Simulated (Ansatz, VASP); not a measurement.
## One calculation of Ta4C, two programs

```
CELL_PARAMETERS angstrom
2.84101 0.00000 0.00000
-0.94700 2.67853 0.00000
0.00000 0.00000 25.95903
ATOMIC_POSITIONS crystal
Ta 0.50000 0.50000 0.32744
Ta 0.00000 0.00000 0.41680
Ta 0.50000 0.50000 0.50585
Ta 0.00000 0.00000 0.59129
C 0.33333 0.66667 0.74920
```

Alike in both runs: task single point; functional PBEsol; k mesh 11 × 11 × 1; occupations gaussian, width 0.1 eV; no spin polarisation.

```csv
,VASP,Ansatz
version,VASP 6.6.1,Ansatz 0.2.0
potentials or method,"VASP PAW PBE potentials, release 64 (Ta_pv, C), cutoff 520 eV","scalar-relativistic, plane waves, PAW"
valence electrons in the cell,48,56
```

|  | VASP | Ansatz | Ansatz less VASP |
| --- | --- | --- | --- |
| gap on the k mesh at the Fermi level (eV) | none | none | - |
| rms of the force components (eV/Å) | 0.231 | 0.230 | -0.0011 |

VASP's potentials were made for PBE, not for PBEsol. Atom by atom the forces differ by 0.003 eV/Å (rms over components). A gap of «none» marks a metal or a gap that the smearing closes. The functional is the same, so the differences come from potentials, cutoffs and numerics. VASP's potentials hold 48 valence electrons a cell and Ansatz's 56, so a difference there can come from the potentials and not from the codes.

Neither program's run includes spin-orbit coupling.
